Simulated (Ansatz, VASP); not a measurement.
# MgO5 in VASP and in Ansatz

```
Mg O
1.0
     3.04451    0.00000    0.00000
     0.00000    3.04451    0.00000
     0.00000    0.00000    6.68458
Mg O
1 5
Direct
  0.50000 0.50000 0.50000
  0.50000 0.50000 0.16970
  0.50000 0.50000 0.83030
  0.00000 0.50000 0.00000
  0.50000 0.00000 0.00000
  0.00000 0.00000 0.50000
```

Alike in both runs: functional PBE; k mesh 6 × 6 × 4; occupations gaussian, width 0.1 eV; collinear spin.

Ansatz relaxed the structure, and its values are those at the end. VASP's run is a single point on that final structure, the one shown.

|  | VASP | Ansatz |
| --- | --- | --- |
| version | VASP 6.6.1 | Ansatz 0.2.0 |
| potentials or method | VASP PAW PBE potentials, release 64 (Mg, O), cutoff 520 eV | scalar-relativistic, plane waves, PAW |
| valence electrons in the cell | 32 | 40 |

```tsv
	VASP	Ansatz	Ansatz less VASP
gap on the k mesh at the Fermi level (eV)	none	none	-
pressure (GPa)	-0.6	0.1	+0.75
rms of the force components (eV/Å)	0.016	0.003	-0.0133
net moment per atom (μB)	0.00	0.04	+0.040
size of the moment on the site where the two differ most (μB)	0.00	0.29	+0.288
```

Site moments also hang on the region over which each program counts them. A gap of «none» marks a metal or a gap that the smearing closes. VASP's potentials hold 32 valence electrons a cell and Ansatz's 40, so a difference there can come from the potentials and not from the codes. Ansatz's warnings: seeded moment not kept.
